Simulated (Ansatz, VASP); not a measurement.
## ZnO in VASP and in Ansatz

The input INCAR:

```
SYSTEM = ZnO
  PREC = Accurate
  ENCUT = 600
  EDIFF = 1E-6
  ISMEAR = 0
  SIGMA = 0.01
  LREAL = .FALSE.
  LASPH = .TRUE.
  NELM = 120
  ALGO = Normal
  ISIF = 2
  LWAVE = .FALSE.
  LCHARG = .FALSE.
  GGA = PS
  NBANDS = 26
  GGA_COMPAT = .FALSE.
```

File KPOINTS:

```
regular mesh
0
G
  6 6 3
  0 0 0
```

Contents of POSCAR:

```
ZnO
1.0
    3.2879670000      0.0000000000      0.0000000000
   -1.6439840000      2.8474630000      0.0000000000
    0.0000000000      0.0000000000      7.1304410000
Zn O
2 2
Direct
    0.0000000000      0.0000000000      0.7500000000
    0.0000000000      0.0000000000      0.2500000000
    0.3333333333      0.6666666667      0.2500000000
    0.6666666667      0.3333333333      0.7500000000
```

Input for Ansatz:

```yaml
crystal:
  lattice:
    - [3.287967, 0.0, 0.0]
    - [-1.643984, 2.847463, 0.0]
    - [0.0, 0.0, 7.130441]
  atoms:
    - { symbol: Zn, position: [0.0, 0.0, 0.75] }
    - { symbol: Zn, position: [0.0, 0.0, 0.25] }
    - { symbol: O, position: [0.3333333333333333, 0.6666666666666666, 0.25] }
    - { symbol: O, position: [0.6666666666666666, 0.3333333333333333, 0.75] }
basis:
  ecutwfc: 550.0
kpoints:
  mp_grid:
    grid: [6, 6, 3]
hamiltonian:
  xc: pbesol
scf:
  occupations:
    method: fixed
output:
  eigenvalues: true
```

Alike in both runs: task single point; functional PBEsol; k mesh 6 × 6 × 3; no spin polarisation.

|  | VASP | Ansatz |
| --- | --- | --- |
| version | VASP 6.6.1 | Ansatz 0.2.0 |
| potentials or method | VASP PAW PBE potentials, release 64 (Zn, O), cutoff 600 eV | plane waves, PAW |
| occupations | gaussian, width 0.01 eV | fixed |
| valence electrons in the cell | 36 | 36 |

```csv
,VASP,Ansatz,Ansatz less VASP
gap on the k mesh at the Fermi level (eV),0.75,0.75,+0.001
```

VASP's potentials were made for PBE, not for PBEsol.
